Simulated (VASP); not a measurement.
Here is a VASP 6.6.1 calculation.

Contents of INCAR:

```
SYSTEM = Sr
PREC = Accurate ; ENCUT = 520
EDIFF = 1E-6 ; ISMEAR = -1
SIGMA = 0.06122561905347299 ; LREAL = .False.
LASPH = .True. ; NELM = 60
ALGO = Normal ; ISIF = 2
LWAVE = .False. ; LCHARG = .False.
GGA = PE ; NBANDS = 11
```

KPOINTS

```
regular mesh
0
Gamma
  31 31 31
  0 0 0
```

Contents of POSCAR:

```
Sr
1.0
    0.0000000000      3.0564736283      3.0564736283
    3.0564736283      0.0000000000      3.0564736283
    3.0564736283      3.0564736283      0.0000000000
Sr
1
Direct
    0.0000000000      0.0000000000      0.0000000000
```

Potentials or basis: VASP PAW PBE potentials, release 64 (Sr_sv).

Launch:

```console
$ cat potpaw_PBE.64/Sr_sv/POTCAR > POTCAR
$ mpirun -np 1 vasp_std > vasp.out
```

Q: Estimate the band gap on the k mesh.

A: Zero (bands 5 and 6 overlap by 0.09 eV).

Q: Estimate the pressure.

A: -0.4 GPa.
